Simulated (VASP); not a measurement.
A run of VASP 6.6.1 is set up as follows.

The input INCAR:

```
SYSTEM = Ti
PREC = Accurate ; ENCUT = 520
EDIFF = 1E-6 ; ISMEAR = 0
SIGMA = 0.1 ; LREAL = .FALSE.
LASPH = .TRUE. ; NELM = 80
ALGO = Fast ; ISIF = 2
LWAVE = .FALSE. ; LCHARG = .FALSE.
GGA = PS ; NBANDS = 19
```

Contents of KPOINTS:

```
regular mesh
0
G
  24 24 12
  0 0 0
```

POSCAR

```
Ti
1.0
    2.9004352004      0.0000000000      0.0000000000
   -1.4502176002      2.5118505656      0.0000000000
    0.0000000000      0.0000000000      4.7287201603
Ti
2
Direct
    0.3333333333      0.6666666667      0.2500000000
    0.6666666667      0.3333333333      0.7500000000
```

Potentials or basis: VASP PAW PBE potentials, release 64 (Ti_sv).

Run with:

```console
$ cat potpaw_PBE.64/Ti_sv/POTCAR > POTCAR
$ mpirun -np 1 vasp_std > vasp.out
```

Question: Estimate the band gap on the k mesh.

Answer: Zero (bands 12 and 13 overlap by 1.08 eV).

Question: What does it give for the pressure?

Answer: -3.7 GPa.

Stress tensor (GPa, compression positive):
```
-2.63  0.00  0.00
 0.00 -2.63  0.00
 0.00  0.00 -5.90
```

Caveat: the cell differs from its parent crystal (strain along c alone, the other axes held: +3.0 %); the cell stands under tension; the PAW data sets were made with another functional, which shifts forces and pressure a little.
